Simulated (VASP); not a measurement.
Input of a VASP 6.6.1 run:

The input INCAR:

```
SYSTEM = TiAl3
  PREC = Accurate
  ENCUT = 520
  EDIFF = 1E-6
  ISMEAR = -1
  SIGMA = 0.05
  LREAL = .FALSE.
  LASPH = .TRUE.
  NELM = 100
  ALGO = Fast
  ISIF = 2
  LWAVE = .FALSE.
  LCHARG = .FALSE.
  GGA = PS
  IVDW = 12
  NBANDS = 18
```

Contents of KPOINTS:

```
Automatic mesh
0
G
  10 10 10
  0 0 0
```

The input POSCAR:

```
TiAl3
1.0
   -1.8885471743      1.8885471743      4.2254770843
    1.8885471743     -1.8885471743      4.2254770843
    1.8885471743      1.8885471743     -4.2254770843
Ti Al
1 3
Direct
    0.0000000000      0.0000000000      0.0000000000
    0.2500000000      0.7500000000      0.5000000000
    0.7500000000      0.2500000000      0.5000000000
    0.5000000000      0.5000000000      0.0000000000
```

Potentials or basis: VASP PAW PBE potentials, release 64 (Ti_sv, Al).

Launch:

```console
$ cat potpaw_PBE.64/Ti_sv/POTCAR potpaw_PBE.64/Al/POTCAR > POTCAR
$ mpirun -np 1 vasp_std > vasp.out
```

(1) Predict the dispersion energy per atom.

(2) What does it give for the pressure?

(3) Predict the band gap on the k mesh.

Results:

(1) -0.423 eV.

(2) -0.6 GPa.

(3) zero (an odd number of electrons rules out a gap without spin polarisation).

Caveat: three body term missing; the PAW data sets were made with another functional, which shifts forces and pressure a little.
